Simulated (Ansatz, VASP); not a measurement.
# Ti12Si: VASP beside Ansatz

The input INCAR:

```
SYSTEM = Ti12Si
  ALGO = Normal
  DIPOL = 0.5 0.5 0.306
  EDIFF = 1E-6
  ENCUT = 520
  GGA = PE
  IDIPOL = 3
  ISIF = 2
  ISMEAR = 0
  IVDW = 12
  LASPH = .True.
  LCHARG = .True.
  LDIPOL = .True.
  LELF = .True.
  LREAL = .False.
  LVACPOTAV = .True.
  LVHAR = .True.
  LWAVE = .False.
  NBANDS = 86
  NELM = 100
  PREC = Accurate
  SIGMA = 0.1
```

Contents of KPOINTS:

```
k-points
0
Gamma
  6 6 1
  0 0 0
```

The input POSCAR:

```
Ti12Si
1.0
    5.7099611434      0.0000000000      0.0000000000
   -2.8549805717      4.9449714048      0.0000000000
    0.0000000000      0.0000000000     21.5932633302
Ti Si
12 1
Direct
    0.3333333333      0.1666666667      0.1852429593
    0.3333333333      0.6666666667      0.1852429593
    0.8333333333      0.1666666667      0.1852429593
    0.8333333333      0.6666666667      0.1852429593
    0.1666666667      0.3333333333      0.2894365806
    0.1666666667      0.8333333333      0.2894365806
    0.6666666667      0.3333333333      0.2894365806
    0.6666666667      0.8333333333      0.2894365806
    0.0000000000      0.0000000000      0.3933293083
    0.0000000000      0.5000000000      0.3933293083
    0.5000000000      0.0000000000      0.3933293083
    0.5000000000      0.5000000000      0.3933293083
    0.1666666667      0.0833333333      0.5091061579
```

Input for Ansatz:

```yaml
crystal:
  lattice:
    - [5.7099611434, 0.0, 0.0]
    - [-2.8549805717, 4.9449714048, 0.0]
    - [0.0, 0.0, 21.5932633302]
  atoms:
    - { symbol: Ti, position: [0.3333333333, 0.1666666667, 0.1852429593] }
    - { symbol: Ti, position: [0.3333333333, 0.6666666667, 0.1852429593] }
    - { symbol: Ti, position: [0.8333333333, 0.1666666667, 0.1852429593] }
    - { symbol: Ti, position: [0.8333333333, 0.6666666667, 0.1852429593] }
    - { symbol: Ti, position: [0.1666666667, 0.3333333333, 0.2894365806] }
    - { symbol: Ti, position: [0.1666666667, 0.8333333333, 0.2894365806] }
    - { symbol: Ti, position: [0.6666666667, 0.3333333333, 0.2894365806] }
    - { symbol: Ti, position: [0.6666666667, 0.8333333333, 0.2894365806] }
    - { symbol: Ti, position: [0.0, 0.0, 0.3933293083] }
    - { symbol: Ti, position: [0.0, 0.5, 0.3933293083] }
    - { symbol: Ti, position: [0.5, 0.0, 0.3933293083] }
    - { symbol: Ti, position: [0.5, 0.5, 0.3933293083] }
    - { symbol: Si, position: [0.1666666667, 0.0833333333, 0.5091061579] }
basis:
  ecutwfc: 420
kpoints:
  mp_grid: { grid: [6, 6, 1] }
hamiltonian:
  xc: pbe
  pseudopotentials: { kind: paw, azcp: { folder: soft_1 } }
  dispersion: d3bj
scf:
  occupations: { method: gaussian, width: 0.1 }
output:
  forces: true
  eigenvalues: true
efield:
  axis: 3
  dipole_correction: true
  ramp_width: 0.04
```

Alike in both runs: task single point; functional PBE; dispersion D3(BJ); k mesh 6 × 6 × 1; occupations gaussian, width 0.1 eV; no spin polarisation.

|  | VASP | Ansatz |
| --- | --- | --- |
| version | VASP 6.6.1 | Ansatz 0.2.0 |
| potentials or method | VASP PAW PBE potentials, release 64 (Ti_sv, Si), cutoff 520 eV | scalar-relativistic, plane waves, PAW |
| valence electrons in the cell | 148 | 148 |

VASP gave:

- gap on the k mesh at the Fermi level (eV): none
- rms of the force components (eV/Å): 0.400
- work function, face that differs most (eV): 4.66

**Question.** What did Ansatz give for the same quantities?

**Answer.** gap on the k mesh at the Fermi level (eV): none; rms of the force components (eV/Å): 0.398; work function, face that differs most (eV): 4.67.

Atom by atom the forces differ by 0.008 eV/Å (rms over components). A gap of «none» marks a metal or a gap that the smearing closes.
